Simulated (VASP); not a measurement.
# W19Se36 (a cell with a defect) in VASP: further runs, part 2 of 2

VASP 6.6.1.

### Step 3. Single point, PBE

Input file INCAR:

```
SYSTEM = W19Se36
PREC = Accurate ; ENCUT = 400
EDIFF = 1E-6 ; ISMEAR = 0
SIGMA = 0.01 ; LREAL = Auto
LASPH = .TRUE. ; NELM = 120
ALGO = Normal ; ISIF = 2
LWAVE = .FALSE. ; LCHARG = .TRUE.
GGA = PE ; LELF = .TRUE.
LVHAR = .TRUE. ; NELECT = 480.0
NBANDS = 274 ; GGA_COMPAT = .FALSE.
```

Input file KPOINTS:

```
Automatic mesh
0
Gamma
  1 1 1
  0.25 0.25 0.25
```

Input file POSCAR:

```
W19Se36
1.0
    9.7497821400      0.0000000800      0.0000000000
   -4.8748911500      8.4435589800      0.0000000000
    0.0000000000      0.0000000000     12.8261208300
W Se
19 36
Direct
    0.2222222200      0.1111111100      0.7500000000
    0.1111111100      0.2222222200      0.2500000000
    0.2222222200      0.4444444400      0.7500000000
    0.1111111100      0.5555555600      0.2500000000
    0.2222222200      0.7777777800      0.7500000000
    0.1111111100      0.8888888900      0.2500000000
    0.5555555600      0.1111111100      0.7500000000
    0.4444444400      0.2222222200      0.2500000000
    0.5555555600      0.4444444400      0.7500000000
    0.4444444400      0.5555555600      0.2500000000
    0.5555555600      0.7777777800      0.7500000000
    0.4444444400      0.8888888900      0.2500000000
    0.8888888900      0.1111111100      0.7500000000
    0.7777777800      0.2222222200      0.2500000000
    0.8888888900      0.4444444400      0.7500000000
    0.7777777800      0.5555555600      0.2500000000
    0.8888888900      0.7777777800      0.7500000000
    0.7777777800      0.8888888900      0.2500000000
    0.6666670000      0.6666670000      0.0000000000
    0.1111111100      0.2222222200      0.8799483400
    0.2222222200      0.1111111100      0.3799483400
    0.1111111100      0.2222222200      0.6200516600
    0.2222222200      0.1111111100      0.1200516600
    0.1111111100      0.5555555600      0.8799483400
    0.2222222200      0.4444444400      0.3799483400
    0.1111111100      0.5555555600      0.6200516600
    0.2222222200      0.4444444400      0.1200516600
    0.1111111100      0.8888888900      0.8799483400
    0.2222222200      0.7777777800      0.3799483400
    0.1111111100      0.8888888900      0.6200516600
    0.2222222200      0.7777777800      0.1200516600
    0.4444444400      0.2222222200      0.8799483400
    0.5555555600      0.1111111100      0.3799483400
    0.4444444400      0.2222222200      0.6200516600
    0.5555555600      0.1111111100      0.1200516600
    0.4444444400      0.5555555600      0.8799483400
    0.5555555600      0.4444444400      0.3799483400
    0.4444444400      0.5555555600      0.6200516600
    0.5555555600      0.4444444400      0.1200516600
    0.4444444400      0.8888888900      0.8799483400
    0.5555555600      0.7777777800      0.3799483400
    0.4444444400      0.8888888900      0.6200516600
    0.5555555600      0.7777777800      0.1200516600
    0.7777777800      0.2222222200      0.8799483400
    0.8888888900      0.1111111100      0.3799483400
    0.7777777800      0.2222222200      0.6200516600
    0.8888888900      0.1111111100      0.1200516600
    0.7777777800      0.5555555600      0.8799483400
    0.8888888900      0.4444444400      0.3799483400
    0.7777777800      0.5555555600      0.6200516600
    0.8888888900      0.4444444400      0.1200516600
    0.7777777800      0.8888888900      0.8799483400
    0.8888888900      0.7777777800      0.3799483400
    0.7777777800      0.8888888900      0.6200516600
    0.8888888900      0.7777777800      0.1200516600
```

Potentials or basis: VASP PAW PBE potentials, release 64 (W_sv, Se).

Launch:

```console
cat potpaw_PBE.64/W_sv/POTCAR potpaw_PBE.64/Se/POTCAR > POTCAR
mpirun -np 1 vasp_std > vasp.out
```

OUTCAR:

```text
SYSTEM = W19Se36
   PREC = Accurate
   ENCUT = 400
   EDIFF = 1E-6
   ISMEAR = 0
   LREAL = Auto
   LASPH = .TRUE.
   NELM = 120
   ISIF = 2
   GGA = PE
   NELECT = 480.0

 ion  position               nearest neighbor table
   1  0.222  0.111  0.750-  32 2.51  34 2.51  28 2.51  30 2.51  20 2.51  22 2.51  17 3.25  13 3.25
                             3 3.25   5 3.25   9 3.25   7 3.25
   2  0.111  0.222  0.250-  45 2.51  47 2.51  25 2.51  27 2.51  21 2.51  23 2.51  18 3.25   8 3.25
                            14 3.25   6 3.25  10 3.25   4 3.25
   3  0.222  0.444  0.750-  36 2.51  38 2.51  20 2.51  22 2.51  24 2.51  26 2.51  13 3.25  15 3.25
                             1 3.25  11 3.25   9 3.25   5 3.25
   4  0.111  0.556  0.250-  49 2.51  51 2.51  29 2.51  31 2.51  25 2.51  27 2.51  12 3.25  10 3.25
                            16 3.25   6 3.25  14 3.25   2 3.25
   5  0.222  0.778  0.750-  40 2.51  42 2.51  24 2.51  26 2.51  28 2.51  30 2.51  17 3.25   1 3.25
                            15 3.25   7 3.25  11 3.25   3 3.25
   6  0.111  0.889  0.250-  53 2.51  55 2.51  21 2.51  23 2.51  29 2.51  31 2.51   8 3.25  16 3.25
                            12 3.25  18 3.25   4 3.25   2 3.25
   7  0.556  0.111  0.750-  44 2.51  46 2.51  40 2.51  42 2.51  32 2.51  34 2.51  15 3.25  13 3.25
                             9 3.25  11 3.25   5 3.25   1 3.25
[... 589 lines left out ...]
    252       8.7958      0.00000
 [bands above 252 left out]

------------------------ aborting loop because EDIFF is reached ----------------------------------------

  FORCE on cell =-STRESS in cart. coord.  units (eV):
  Direction    XX          YY          ZZ          XY          YZ          ZX
  --------------------------------------------------------------------------------------
  -------------------------------------------------------------------------------------
  Total       37.1962036     37.1962036     56.0389505     -0.0000000      0.0000000     -0.0000000
  in kB       56.4408332     56.4408333     85.0324698     -0.0000001      0.0000000     -0.0000000
  external PRESSURE =      65.9713788 kB  Pullay stress =       0.0000000 kB

 VOLUME and BASIS-vectors are now :
 -----------------------------------------------------------------------------
  energy-cutoff  :      400.00
  volume of cell :     1055.88
      direct lattice vectors                 reciprocal lattice vectors
     9.749782140  0.000000080  0.000000000     0.102566394  0.059216736  0.000000000
    -4.874891150  8.443558980  0.000000000    -0.000000001  0.118433471  0.000000000
     0.000000000  0.000000000 12.826120830     0.000000000  0.000000000  0.077965896

 POSITION                                       TOTAL-FORCE (eV/Angst)
 -----------------------------------------------------------------------------------
      1.62496      0.93817      9.61959        -0.001008      0.000582      0.093274
     -0.00000      1.87635      3.20653         0.001008     -0.000582     -0.093274
     -0.00000      3.75269      9.61959        -0.140106     -0.080890      0.137774
     -1.62496      4.69087      3.20653        -0.000000      0.001164     -0.093274
     -1.62496      6.56721      9.61959         0.000000     -0.001164      0.093274
     -3.24993      7.50539      3.20653         0.140106      0.080890     -0.137774
[... 47 lines left out ...]
      3.24993      7.50539      7.95286         0.000000     -0.031486     -0.782373
      4.87489      6.56721      1.53980         0.786776      0.454245      0.052616
 -----------------------------------------------------------------------------------
    total drift:                               -0.002004     -0.004677     -0.000000

  FREE ENERGIE OF THE ION-ELECTRON SYSTEM (eV)
  ---------------------------------------------------
  free  energy   TOTEN  =      -407.2107392002 eV

  energy  without entropy=     -407.2065963202  energy(sigma->0) =     -407.20866776
```

OSZICAR:

```text
N       E                     dE             d eps       ncg     rms          rms(c)
DAV:   1     0.494403474322E+04    0.49440E+04   -0.22275E+05   636   0.144E+03
DAV:   2     0.162356684670E+02   -0.49278E+04   -0.48052E+04   628   0.431E+02
DAV:   3    -0.406162045745E+03   -0.42240E+03   -0.41278E+03   638   0.117E+02
DAV:   4    -0.423397776769E+03   -0.17236E+02   -0.17006E+02   624   0.223E+01
DAV:   5    -0.424262752076E+03   -0.86498E+00   -0.85907E+00   736   0.408E+00    0.972E+01
DAV:   6    -0.410242794411E+03    0.14020E+02   -0.92408E+01   672   0.191E+01    0.378E+01
DAV:   7    -0.408583258653E+03    0.16595E+01   -0.37529E+01   630   0.961E+00    0.163E+01
DAV:   8    -0.407597387790E+03    0.98587E+00   -0.75299E+00   672   0.614E+00    0.577E+00
DAV:   9    -0.407262526117E+03    0.33486E+00   -0.15398E+00   672   0.262E+00    0.260E+00
DAV:  10    -0.407222070412E+03    0.40456E-01   -0.26497E-01   664   0.883E-01    0.177E+00
DAV:  11    -0.407213922293E+03    0.81481E-02   -0.93878E-02   696   0.681E-01    0.113E+00
DAV:  12    -0.407212576867E+03    0.13454E-02   -0.26350E-02   696   0.394E-01    0.663E-01
DAV:  13    -0.407211463109E+03    0.11138E-02   -0.70355E-03   688   0.219E-01    0.504E-01
DAV:  14    -0.407211545130E+03   -0.82021E-04   -0.26387E-03   688   0.142E-01    0.420E-01
DAV:  15    -0.407210790437E+03    0.75469E-03   -0.83382E-04   696   0.988E-02    0.143E-01
DAV:  16    -0.407210793059E+03   -0.26226E-05   -0.21817E-04   696   0.459E-02    0.167E-01
DAV:  17    -0.407210738611E+03    0.54448E-04   -0.58405E-05   632   0.181E-02    0.558E-02
DAV:  18    -0.407210739200E+03   -0.58874E-06   -0.76445E-06   568   0.618E-03
   1 F= -.40721074E+03 E0= -.40720867E+03  d E =-.414288E-02
```

It took 16 min on 1 thread of Intel Xeon 8259CL, shared host; peak memory 0.74 GiB.

Results:

- Free energy: -407.2107 eV
- Largest force: 0.910 eV/Å

Forces in eV/Å, atoms in the order of the input:
```
W   -0.001  0.001  0.093
W    0.001 -0.001 -0.093
W   -0.140 -0.081  0.138
W    0.000  0.001 -0.093
W    0.000 -0.001  0.093
W    0.140  0.081 -0.138
W    0.001  0.001  0.093
W    0.000 -0.162 -0.138
W    0.000 -0.670 -0.588
W   -0.580 -0.335  0.588
W   -0.580  0.335 -0.588
W   -0.140  0.081 -0.138
W    0.000  0.162  0.138
W   -0.001 -0.001 -0.093
W    0.140 -0.081  0.138
W    0.580 -0.335  0.588
W    0.580  0.335 -0.588
W    0.000  0.670  0.588
W    0.000  0.000  0.000
Se   0.032 -0.019  0.738
Se   0.098 -0.057  0.761
Se  -0.098  0.057 -0.761
Se  -0.032  0.019 -0.738
Se   0.000  0.037  0.738
Se   0.118  0.068  0.721
Se   0.000 -0.113 -0.761
Se  -0.048 -0.028 -0.821
Se   0.048  0.028  0.821
Se   0.000  0.113  0.761
Se  -0.118 -0.068 -0.721
Se   0.000 -0.037 -0.738
Se   0.000 -0.055  0.821
Se  -0.098 -0.057  0.761
Se   0.000  0.136 -0.721
Se   0.032  0.019 -0.738
Se  -0.787 -0.454 -0.053
Se   0.000  0.031  0.782
Se   0.027  0.016 -0.782
Se   0.000 -0.908  0.053
Se  -0.048  0.028  0.821
Se   0.027 -0.016  0.782
Se   0.118 -0.068 -0.721
Se  -0.787  0.454  0.053
Se  -0.032 -0.019  0.738
Se   0.000 -0.136  0.721
Se   0.098  0.057 -0.761
Se   0.000  0.055 -0.821
Se   0.787 -0.454 -0.053
Se  -0.118  0.068  0.721
Se  -0.027  0.016 -0.782
Se   0.048 -0.028 -0.821
Se   0.000  0.908 -0.053
Se  -0.027 -0.016  0.782
Se   0.000 -0.031 -0.782
Se   0.787  0.454  0.053
```

Levels at points of the mesh, in eV from the Fermi level:
| k point | band 238 | band 239 | band 240 | band 241 | band 242 | band 243 |
| --- | --- | --- | --- | --- | --- | --- |
| (0.25, 0.25, 0.25) | -1.03 | -0.08 | -0.01 | 0.01 | 0.55 | 0.57 |

Caveat: the k points lie up to 0.74 Å⁻¹ apart; the cell carries a net charge on a neutralising background, which shifts energy and pressure; the cell is charged against a uniform background, so pressure and absolute levels hang on convention; spin-orbit coupling is left out, which moves the levels of the heavy elements.
